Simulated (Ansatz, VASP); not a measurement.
One calculation of W, two programs

INCAR

```
PREC = Accurate
ENCUT = 520
EDIFF = 1E-6
ISMEAR = -1
SIGMA = 0.08
LREAL = F
LASPH = T
NELM = 150
ALGO = Normal
ISIF = 2
LWAVE = F
LCHARG = F
ISPIN = 2
MAGMOM = 1
LORBIT = 11
LMAXMIX = 4
NBANDS = 17
```

The input KPOINTS:

```
Automatic mesh
0
Gamma
  12 12 12
```

File POSCAR:

```
W
1.0
    0.0000000000      2.0300000000      2.0300000000
    2.0300000000      0.0000000000      2.0300000000
    2.0300000000      2.0300000000      0.0000000000
W
1
Direct
    0.0000000000      0.0000000000      0.0000000000
```

Input for Ansatz:

```yaml
crystal:
  lattice:
    - [0.0, 2.03, 2.03]
    - [2.03, 0.0, 2.03]
    - [2.03, 2.03, 0.0]
  atoms:
    - { symbol: W, position: [0.0, 0.0, 0.0], spin: 1.0 }
magnetization:
  spin_polarized: true
kpoints:
  mp_grid: { grid: [12, 12, 12] }
scf:
  occupations: { method: fermi_dirac, width: 0.08 }
  lower_state_search: "off"
hamiltonian:
  xc: lda
  pseudopotentials: { kind: paw }
output:
  forces: true
  stress: true
  eigenvalues: true
  populations: true
  dos: { projected: true, de: 0.1, e_range: [-8, 5] }
  write_density: true
  write_potential: true
  elf: true
  volumetric_format: npy
```

Alike in both runs: task single point; functional LDA; k mesh 12 × 12 × 12; occupations fermi-dirac, width 0.08 eV; collinear spin.

|  | VASP | Ansatz |
| --- | --- | --- |
| version | VASP 6.6.1 | Ansatz 0.2.0 |
| potentials or method | VASP PAW LDA potentials, release 64 (W_sv) | PAW with Ansatz's default frozen-core files, scalar-relativistic |
| plane-wave cutoff (eV) | 520 | 420 |
| valence electrons in the cell | 14 | 14 |

VASP gave:

- pressure (GPa): -16.8
- net moment per atom (μB): 0.00

Question: Which values does Ansatz return?

Answer: Pressure (GPa): -18.2; net moment per atom (μB): 0.00.

LDA's correlation is that of Perdew and Zunger in VASP and of Perdew and Wang (1992) in Ansatz. Ansatz's warnings: seeded moment not kept.

Neither program's run includes spin-orbit coupling.
